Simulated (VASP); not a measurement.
**C: single point with PBE+D3(BJ)**

System: C, a slab with vacuum.

```
C
1.0
     9.86020    0.00000    0.00000
    -4.93010    8.53918    0.00000
     0.00000    0.00000   16.00161
C
32
Direct
  0.41667 0.33333 0.49995
  0.41667 0.58333 0.49995
  0.41667 0.83333 0.49995
  0.41667 0.08333 0.49995
  0.66667 0.33333 0.49995
  0.66667 0.58333 0.49995
  0.66667 0.83333 0.49995
  0.66667 0.08333 0.49995
  0.91667 0.33333 0.49995
  0.91667 0.58333 0.49995
  0.91667 0.83333 0.49995
  0.91667 0.08333 0.49995
  0.16667 0.33333 0.49995
  0.16667 0.58333 0.49995
  0.16667 0.83333 0.49995
  0.16667 0.08333 0.49995
  0.33333 0.16667 0.50005
  0.33333 0.41667 0.50005
  0.33333 0.66667 0.50005
  0.33333 0.91667 0.50005
  0.58333 0.16667 0.50005
  0.58333 0.41667 0.50005
  0.58333 0.66667 0.50005
  0.58333 0.91667 0.50005
  0.83333 0.16667 0.50005
  0.83333 0.41667 0.50005
  0.83333 0.66667 0.50005
  0.83333 0.91667 0.50005
  0.08333 0.16667 0.50005
  0.08333 0.41667 0.50005
  0.08333 0.66667 0.50005
  0.08333 0.91667 0.50005
```

```
Program                : VASP 6.6.1
Task                   : single point
Functional             : PBE
Dispersion             : D3(BJ)
Potentials or basis    : VASP PAW PBE potentials, release 64 (C)
Cutoff                 : 520 eV
k mesh                 : 2 × 2 × 1
Occupations            : gaussian, width 0.05 eV
Spin                   : no spin polarisation
Dipole correction      : yes
Further INCAR settings : LREAL = Auto; ALGO = Normal; EDIFF = 1e-06; NBANDS = 86
```

```
Largest force              : 0.026 eV/Å
Dispersion energy per atom : -0.089 eV
```

Forces in eV/Å, atoms in the order of the input:
```
C    0.000  0.000  0.026
C    0.000  0.000  0.026
C    0.000  0.000  0.026
C    0.000  0.000  0.026
C    0.000  0.000  0.026
C    0.000  0.000  0.026
C    0.000  0.000  0.026
C    0.000  0.000  0.026
C    0.000  0.000  0.026
C    0.000  0.000  0.026
C    0.000  0.000  0.026
C    0.000  0.000  0.026
C    0.000  0.000  0.026
C    0.000  0.000  0.026
C    0.000  0.000  0.026
C    0.000  0.000  0.026
C    0.000  0.000 -0.026
C    0.000  0.000 -0.026
C    0.000  0.000 -0.026
C    0.000  0.000 -0.026
C    0.000  0.000 -0.026
C    0.000  0.000 -0.026
C    0.000  0.000 -0.026
C    0.000  0.000 -0.026
C    0.000  0.000 -0.026
C    0.000  0.000 -0.026
C    0.000  0.000 -0.026
C    0.000  0.000 -0.026
C    0.000  0.000 -0.026
C    0.000  0.000 -0.026
C    0.000  0.000 -0.026
C    0.000  0.000 -0.026
```

Wall time 16 min on 1 thread of Intel Xeon 8259CL, with other jobs on the host, peak memory 1.3 GiB.
